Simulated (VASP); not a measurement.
# Ge in VASP: a series of runs

Runs on Ge. Level: PBE+D3(BJ). Tasks: single point.

All numbers are computed with VASP 6.6.1; they aren't measurements. Logs are shortened: lines on timing, memory, paths and dates and some standing lists are left out, and cuts for length are marked.

**1. The cell of the first run**

The cell holds a slab with vacuum, 4 atoms: a = 4.023 Å, b = 4.023 Å, c = 18.869 Å, α = 90.00°, β = 90.00°, γ = 120.00°.

**2. Single point, PBE+D3(BJ)**

File INCAR:

```
SYSTEM = Ge
PREC = Accurate
ENCUT = 520
EDIFF = 1E-6
ISMEAR = 0
SIGMA = 0.1
LREAL = .False.
LASPH = .True.
NELM = 60
ALGO = Normal
ISIF = 2
LWAVE = .False.
LCHARG = .False.
LDIPOL = .True.
IDIPOL = 3
DIPOL = 0.5 0.5 0.377
GGA = PE
IVDW = 12
NBANDS = 36
```

File KPOINTS:

```
Automatic mesh
0
Gamma
  9 9 1
  0 0 0
```

File POSCAR:

```
Ge
1.0
    4.0226895311      0.0000000000      0.0000000000
   -2.0113447656      3.4837513255      0.0000000000
    0.0000000000      0.0000000000     18.8685220517
Ge
4
Direct
    0.3333333333      0.6666666667      0.2747571332
    0.6666666667      0.3333333333      0.2384924472
    0.0000000000      1.0000000000      0.5150653573
    0.3333333333      0.6666666667      0.4788006714
```

Potentials or basis: VASP PAW PBE potentials, release 64 (Ge_d).

On the command line:

```console
cat potpaw_PBE.64/Ge_d/POTCAR > POTCAR
mpirun -np 1 vasp_std > vasp.out
```

OUTCAR:

```text
SYSTEM = Ge
   PREC = Accurate
   ENCUT = 520
   EDIFF = 1E-6
   ISMEAR = 0
   LREAL = .False.
   LASPH = .True.
   NELM = 60
   ISIF = 2
   GGA = PE
   IVDW = 12
 IVDW          = 12

 ion  position               nearest neighbor table
   1  0.333  0.667  0.275-   2 2.42   2 2.42   2 2.42
   2  0.667  0.333  0.238-   1 2.42   1 2.42   1 2.42
   3  0.000  0.000  0.515-   4 2.42   4 2.42   4 2.42
   4  0.333  0.667  0.479-   3 2.42   3 2.42   3 2.42

  LATTYP: Found a hexagonal cell.
 ALAT       =     4.0226895311
 C/A-ratio  =     4.6905240650

  Lattice vectors:

 A1 = (   4.0226895311,   0.0000000000,   0.0000000000)
 A2 = (  -2.0113447656,   3.4837513255,   0.0000000000)
 A3 = (   0.0000000000,   0.0000000000,  18.8685220517)

Analysis of symmetry for initial positions (statically):
=====================================================================
 Subroutine PRICEL returns:
 Original cell was already a primitive cell.

 Routine SETGRP: Setting up the symmetry group for a
 hexagonal supercell.

 Subroutine GETGRP returns: Found 12 space group operations
 (whereof  6 operations were pure point group operations)
 out of a pool of 24 trial point group operations.

The static configuration has the point symmetry C_3v.
 The point group associated with its full space group is D_3d.

Analysis of symmetry for dynamics (positions and initial velocities):
=====================================================================
 Subroutine PRICEL returns:
 Original cell was already a primitive cell.

 Routine SETGRP: Setting up the symmetry group for a
 hexagonal supercell.

 Subroutine GETGRP returns: Found 12 space group operations
 (whereof  6 operations were pure point group operations)
 out of a pool of 24 trial point group operations.

The dynamic configuration has the point symmetry C_3v.
 The point group associated with its full space group is D_3d.

 Subroutine INISYM returns: Found 12 space group operations
 (whereof  6 operations are pure point group operations),
 and found     1 'primitive' translations

----------------------------------------------------------------------------------------

                                     Primitive cell

  volume of cell :     264.4244

  direct lattice vectors                    reciprocal lattice vectors
     4.022689531  0.000000000  0.000000000     0.248589903  0.143523447  0.000000000
    -2.011344766  3.483751326  0.000000000     0.000000000  0.287046895  0.000000000
     0.000000000  0.000000000 18.868522052     0.000000000  0.000000000  0.052998322

  length of vectors
     4.022689531  4.022689531 18.868522052     0.287046895  0.287046895  0.052998322

  position of ions in fractional coordinates (direct lattice)
     0.333333333  0.666666667  0.274757133
     0.666666667  0.333333333  0.238492447
     0.000000000  0.000000000  0.515065357
     0.333333333  0.666666667  0.478800671

  ion indices of the primitive-cell ions
   primitive index   ion index
                 1           1
                 2           2
                 3           3
                 4           4

----------------------------------------------------------------------------------------

 KPOINTS: Automatic mesh

Automatic generation of k-mesh.
 Grid dimensions read from file:
 generate k-points for:    9    9    1

 Generating k-lattice:

  Cartesian coordinates                     Fractional coordinates (reciprocal lattice)
     0.027621100  0.015947050  0.000000000     0.111111111 -0.000000000  0.000000000
     0.000000000  0.031894099  0.000000000     0.000000000  0.111111111  0.000000000
     0.000000000  0.000000000  0.052998322     0.000000000  0.000000000  1.000000000

  Length of vectors
     0.031894099  0.031894099  0.052998322

  Shift w.r.t. Gamma in fractional coordinates (k-lattice)
     0.000000000  0.000000000  0.000000000

 Subroutine IBZKPT returns following result:
 ===========================================

 Found     12 irreducible k-points:

 Following reciprocal coordinates:
            Coordinates               Weight
  0.000000  0.000000  0.000000      1.000000
  0.111111  0.000000  0.000000      6.000000
  0.222222 -0.000000  0.000000      6.000000
  0.333333  0.000000  0.000000      6.000000
  0.444444 -0.000000  0.000000      6.000000
  0.111111  0.111111  0.000000      6.000000
  0.222222  0.111111  0.000000     12.000000
  0.333333  0.111111  0.000000     12.000000
  0.444444  0.111111  0.000000      6.000000
  0.222222  0.222222  0.000000      6.000000
  0.333333  0.222222  0.000000     12.000000
  0.333333  0.333333  0.000000      2.000000
   k-points           NKPTS =     12   k-points in BZ     NKDIM =     12   number of bands    NBANDS=     36
   number of dos      NEDOS =    301   number of ions     NIONS =      4
   total plane-waves  NPLWV = 126000
   dimension x,y,z NGX =    30 NGY =   30 NGZ =  140
   dimension x,y,z NGXF=    60 NGYF=   60 NGZF=  280
   ions per type =               4
   NGX,Y,Z   is equivalent  to a cutoff of  12.40, 12.40, 12.34 a.u.
   NGXF,Y,Z  is equivalent  to a cutoff of  24.80, 24.80, 24.67 a.u.
 SYSTEM =  Ge
   PREC   = accura    normal or accurate (medium, high low for compatibility)
   ISTART =      0    job   : 0-new  1-cont  2-samecut
   ICHARG =      2    charge: 1-file 2-atom 10-const
   ISPIN  =      1    spin polarized calculation?
   LNONCOLLINEAR =      F non collinear calculations
   LSORBIT =      F    spin-orbit coupling
   LASPH  =      T    aspherical Exc in radial PAW
   ENCUT  =  520.0 eV  38.22 Ry    6.18 a.u.   7.48  7.48 35.08*2*pi/ulx,y,z
   NELM   =     60;   NELMIN=  2; NELMDL= -5     # of ELM steps
   EDIFF  = 0.1E-05   stopping-criterion for ELM
   LREAL  =      F    real-space projection
   EDIFFG = 0.1E-04   stopping-criterion for IOM
   NSW    =      0    number of steps for IOM
   IBRION =     -1    ionic relax: 0-MD 1-quasi-New 2-CG
   NFREE  =      0    steps in history (QN), initial steepest desc. (CG)
   ISIF   =      2    stress and relaxation
   ISYM   =      2    0-nonsym 1-usesym 2-fastsym
   POTIM  = 0.5000    time-step for ionic-motion
   TEBEG  =    0.0;   TEEND  =   0.0 temperature during run
   PSTRESS=    0.0 pullay stress
   NELECT =      56.0000    total number of electrons
   NUPDOWN=      -1.0000    fix difference up-down
   EMIN   =  10.00;   EMAX   =-10.00  energy-range for DOS
   EFERMI =   0.00;   METHOD = LEGACY
   ISMEAR =     0;   SIGMA  =   0.10  broadening in eV -4-tet -1-fermi 0-gaus
   EFERMI_NEDOS =   21; number of points for ismear=-14 and -15
   IALGO  =     38    algorithm
   IMIX   =      4    mixing-type and parameters
     AMIX     =   0.40;   BMIX     =  1.00
     AMIX_MAG =   1.60;   BMIX_MAG =  1.00
  volume/ion in A,a.u.               =      66.11       446.11
  Fermi-wavevector in a.u.,A,eV,Ry     =   0.975821  1.844035 12.955840  0.952227
  Thomas-Fermi vector in A             =   2.106391
   LORBIT       =      0    0 simple, 1 ext, 2 COOP (PROOUT), +10 PAW based schemes
   GGA     = PE    functional components
   LHFCALC =     F    Hartree Fock is set to
   AEXX    =    0.0000 exact exchange contribution
   IVDW    =    12    specifies the selected vdW correction
   LEPSILON=     F    determine dielectric tensor
   LRPA    =     F    only Hartree local field effects (RPA)
 non-spin polarized calculation
 Gauss-broadening in eV      SIGMA  =   0.10
  energy-cutoff  :      520.00
  volume of cell :      264.42
 maximum number of plane-waves:      7165
 NGX is ok and might be reduce to    30
   NGX = 15   NGY = 15   NGZ = 71

 dipolmoment           0.000000      0.000000      0.000026 electrons x Angstroem

 number of electron      56.0000004 magnetization

 dipolmoment           0.000000      0.000000     -0.000001 electrons x Angstroem

 Free energy of the ion-electron system (eV)
  ---------------------------------------------------
  ext. energy  EPLUGINS =         0.00000000
  ---------------------------------------------------
  free energy    TOTEN  =       -16.25689580 eV

  energy without entropy =      -16.25410968  energy(sigma->0) =      -16.25550274

 E-fermi :  -1.3542     XC(G=0):  -4.4026

 val. band max:       -1.3542429162   @ k =   0.3333   0.3333   0.0000
 cond. band min:      -1.3542377640   @ k =   0.3333   0.3333   0.0000
 fundamental gap:      0.0000051521
 Fermi energy:        -1.3542403387

 k-point     1 :       0.0000    0.0000    0.0000
  band No.  band energies     occupation
      1     -25.8602      2.00000
      2     -25.8602      2.00000
      3     -25.8601      2.00000
      4     -25.8601      2.00000
      5     -25.8106      2.00000
      6     -25.8095      2.00000
[... 28 lines left out ...]
     35       2.5893      0.00000
     36       2.5894      0.00000

 k-point     2 :       0.1111    0.0000    0.0000
  band No.  band energies     occupation
      1     -25.8667      2.00000
      2     -25.8664      2.00000
      3     -25.8649      2.00000
      4     -25.8647      2.00000
      5     -25.8231      2.00000
      6     -25.8216      2.00000
[... 28 lines left out ...]
     35       3.0146      0.00000
     36       3.1061      0.00000

 k-point     3 :       0.2222   -0.0000    0.0000
  band No.  band energies     occupation
      1     -25.8762      2.00000
      2     -25.8758      2.00000
      3     -25.8726      2.00000
      4     -25.8725      2.00000
      5     -25.8353      2.00000
      6     -25.8339      2.00000
[... 28 lines left out ...]
     35       3.6972      0.00000
     36       4.0987      0.00000

 k-point     4 :       0.3333    0.0000    0.0000
  band No.  band energies     occupation
      1     -25.8797      2.00000
      2     -25.8791      2.00000
      3     -25.8780      2.00000
      4     -25.8779      2.00000
      5     -25.8483      2.00000
      6     -25.8470      2.00000
[... 28 lines left out ...]
     35       4.5241      0.00000
     36       4.9878      0.00000

 k-point     5 :       0.4444   -0.0000    0.0000
  band No.  band energies     occupation
      1     -25.8802      2.00000
      2     -25.8801      2.00000
      3     -25.8763      2.00000
      4     -25.8755      2.00000
      5     -25.8599      2.00000
      6     -25.8590      2.00000
[... 28 lines left out ...]
     35       5.0446      0.00000
     36       5.2106      0.00000

 k-point     6 :       0.1111    0.1111    0.0000
  band No.  band energies     occupation
      1     -25.8729      2.00000
      2     -25.8728      2.00000
      3     -25.8724      2.00000
      4     -25.8720      2.00000
      5     -25.8313      2.00000
      6     -25.8298      2.00000
[... 28 lines left out ...]
     35       3.3509      0.00000
     36       3.7142      0.00000

 k-point     7 :       0.2222    0.1111    0.0000
  band No.  band energies     occupation
      1     -25.8823      2.00000
      2     -25.8822      2.00000
      3     -25.8756      2.00000
      4     -25.8751      2.00000
      5     -25.8434      2.00000
      6     -25.8420      2.00000
[... 28 lines left out ...]
     35       3.9447      0.00000
     36       3.9529      0.00000

 k-point     8 :       0.3333    0.1111    0.0000
  band No.  band energies     occupation
      1     -25.8879      2.00000
      2     -25.8878      2.00000
      3     -25.8743      2.00000
      4     -25.8736      2.00000
      5     -25.8556      2.00000
      6     -25.8545      2.00000
[... 28 lines left out ...]
     35       4.2788      0.00000
     36       4.8761      0.00000

 k-point     9 :       0.4444    0.1111    0.0000
  band No.  band energies     occupation
      1     -25.8894      2.00000
      2     -25.8894      2.00000
      3     -25.8712      2.00000
      4     -25.8703      2.00000
      5     -25.8623      2.00000
      6     -25.8620      2.00000
[... 28 lines left out ...]
     35       4.7022      0.00000
     36       5.1343      0.00000

 k-point    10 :       0.2222    0.2222    0.0000
  band No.  band energies     occupation
      1     -25.8924      2.00000
      2     -25.8923      2.00000
      3     -25.8738      2.00000
      4     -25.8730      2.00000
      5     -25.8538      2.00000
      6     -25.8526      2.00000
[... 28 lines left out ...]
     35       3.8552      0.00000
     36       4.0285      0.00000

 k-point    11 :       0.3333    0.2222    0.0000
  band No.  band energies     occupation
      1     -25.8990      2.00000
      2     -25.8989      2.00000
      3     -25.8704      2.00000
      4     -25.8692      2.00000
      5     -25.8616      2.00000
      6     -25.8610      2.00000
[... 28 lines left out ...]
     35       4.4409      0.00000
     36       5.2773      0.00000

 k-point    12 :       0.3333    0.3333    0.0000
  band No.  band energies     occupation
      1     -25.9038      2.00000
      2     -25.9038      2.00000
      3     -25.8689      2.00000
      4     -25.8672      2.00000
      5     -25.8638      2.00000
      6     -25.8638      2.00000
[... 28 lines left out ...]
     35       4.9960      0.00000
     36       5.1038      0.00000

------------------------ aborting loop because EDIFF is reached ----------------------------------------

 vacuum level on the upper side and lower side of the slab       (xc-potential included)        -0.119        -0.120

 Edisp (eV)   -0.80307

 E8    (eV) :    -0.3682

  FORCE on cell =-STRESS in cart. coord.  units (eV):
  Direction    XX          YY          ZZ          XY          YZ          ZX
  --------------------------------------------------------------------------------------
  -------------------------------------------------------------------------------------
  Total      -0.10264    -0.10264    -1.21085     0.00000     0.00000     0.00000
  in kB      -0.62190    -0.62190    -7.33669     0.00000     0.00000     0.00000
  external pressure =       -2.86 kB  Pullay stress =        0.00 kB

 VOLUME and BASIS-vectors are now :
 -----------------------------------------------------------------------------
  energy-cutoff  :      520.00
  volume of cell :      264.42
      direct lattice vectors                 reciprocal lattice vectors
     4.022689531  0.000000000  0.000000000     0.248589903  0.143523447  0.000000000
    -2.011344766  3.483751326  0.000000000     0.000000000  0.287046895  0.000000000
     0.000000000  0.000000000 18.868522052     0.000000000  0.000000000  0.052998322

 POSITION                                       TOTAL-FORCE (eV/Angst)
 -----------------------------------------------------------------------------------
     -0.00000      2.32250      5.18426         0.000000     -0.000000      0.274734
      2.01134      1.16125      4.50000        -0.000000      0.000000      0.020090
      0.00000      0.00000      9.71852         0.000000     -0.000000     -0.020090
     -0.00000      2.32250      9.03426        -0.000000      0.000000     -0.274734
 -----------------------------------------------------------------------------------
    total drift:                                0.000000     -0.000000     -0.000050

  FREE ENERGIE OF THE ION-ELECTRON SYSTEM (eV)
  ---------------------------------------------------
  free  energy   TOTEN  =       -17.0599627590 eV

  energy  without entropy=      -17.0571766362  energy(sigma->0) =      -17.05856970

 vacuum level on the upper side and lower side of the slab         3.011         3.010
```

It took 94 s on 1 thread of AMD EPYC 9R45 (Zen 5), shared host; peak memory 0.35 GiB.

Results:

| Property | Result |
| --- | --- |
| Free energy | -17.0600 eV |
| Largest force | 0.275 eV/Å |
| Band gap on the k mesh | zero (filled and empty bands touch) |
| Dispersion energy per atom | -0.201 eV |

Forces in eV/Å, atoms in the order of the input:
```
Ge   0.000  0.000  0.275
Ge   0.000  0.000  0.020
Ge   0.000  0.000 -0.020
Ge   0.000  0.000 -0.275
```

Levels at points of the mesh, in eV from the Fermi level:
```
           k point  band 24  band 25  band 26  band 27  band 28  band 29  band 30  band 31  band 32  band 33
(0.00, 0.00, 0.00)    -3.12    -0.47    -0.47    -0.41    -0.41     0.51     0.68     1.93     3.43     3.88
```

**3. Single point, PBE+D3(BJ) (layers slid over each other)**

File INCAR:

```
PREC     = Accurate       # precision mode
ENCUT    = 520            # plane-wave cutoff, eV
EDIFF    = 1E-6           # SCF threshold, eV
ISMEAR   = 0              # smearing method
SIGMA    = 0.1            # smearing width, eV
LREAL    = False          # projectors in reciprocal space
LASPH    = True           # aspherical terms in the spheres
NELM     = 80             # most SCF steps
ALGO     = Normal         # electronic algorithm
ISIF     = 2              # what is computed and relaxed
LWAVE    = False          # write WAVECAR
LCHARG   = False          # write CHGCAR
LDIPOL   = True         
IDIPOL   = 3            
DIPOL    = 0.5 0.5 0.377
GGA      = PE             # functional
IVDW     = 12             # dispersion correction
NBANDS   = 36             # bands
```

File KPOINTS:

```
regular mesh
0
Gamma
  9 9 1
```

Changes to POSCAR since step 2:

```diff
@@ -10,3 +10,3 @@
     0.6666666667      0.3333333333      0.2384924472
-    0.0000000000      1.0000000000      0.5150653573
-    0.3333333333      0.6666666667      0.4788006714
+    0.6666666667      1.3333333333      0.5150653573
+    1.0000000000      1.0000000000      0.4788006714
```

Potentials or basis: VASP PAW PBE potentials, release 64 (Ge_d).

On the command line:

```console
cat potpaw_PBE.64/Ge_d/POTCAR > POTCAR
mpirun -np 1 vasp_std > vasp.out
```

Wall time 93 s (1 thread of AMD EPYC 9R45 (Zen 5), shared host); peak memory 0.35 GiB.

The run converged. Its results:

- Free energy: -16.9843 eV
- Largest force: 0.124 eV/Å
- Band gap on the k mesh: zero (filled and empty bands touch)
- Dispersion energy per atom: -0.202 eV

Forces in eV/Å, atoms in the order of the input:
```
Ge   0.000  0.000  0.124
Ge   0.000  0.000  0.025
Ge   0.000  0.000 -0.025
Ge   0.000  0.000 -0.124
```

Levels at points of the mesh, in eV from the Fermi level:
| k point | band 26 | band 27 | band 28 | band 29 | band 30 | band 31 |
| --- | --- | --- | --- | --- | --- | --- |
| (0.00, 0.00, 0.00) | -0.41 | -0.41 | -0.41 | 0.52 | 0.72 | 2.03 |

Caveat: the cell differs from its parent crystal (layers slid over each other).
